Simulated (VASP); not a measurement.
Crystal: Fe.

```xyz
1
Lattice="-1.4430 1.4430 1.4430 1.4430 -1.4430 1.4430 1.4430 1.4430 -1.4430" Properties=species:S:1:pos:R:3 pbc="T T T"
Fe    0.0000    0.0000    0.0000
```

Base run:

- Program: VASP 6.6.1
- Functional: PBE
- Dispersion: D3(BJ)
- Potentials or basis: VASP PAW PBE potentials, release 64 (Fe)
- Cutoff: 520 eV
- k mesh: 9 × 9 × 9
- Occupations: fermi-dirac, width 0.15 eV
- Spin: collinear spin, ferromagnetic start
- Starting moments: [0.82] μB
- Fixed moment: 0.7 μB

Its results: pressure -27.7 GPa; site moments Fe +0.72 μB.

Problem. After a change of settings the same cell gave: pressure -16.7 GPa; site moments Fe +2.11 μB. Which change was it?
A. fixed moment from 0.7 μB to 3.5 μB; moments at the start from [0.82] to [3.66]
B. fixed moment from 0.7 μB to 4.2 μB; moments at the start from [0.82] to [4.19]
C. fixed moment from 0.7 μB to 2.1 μB; moments at the start from [0.82] to [2.38]
D. fixed moment from 0.7 μB to 1.4 μB; moments at the start from [0.82] to [1.61]

Solution. C.

Caveats: three body term missing; the total moment is fixed, so each spin has its own Fermi level.
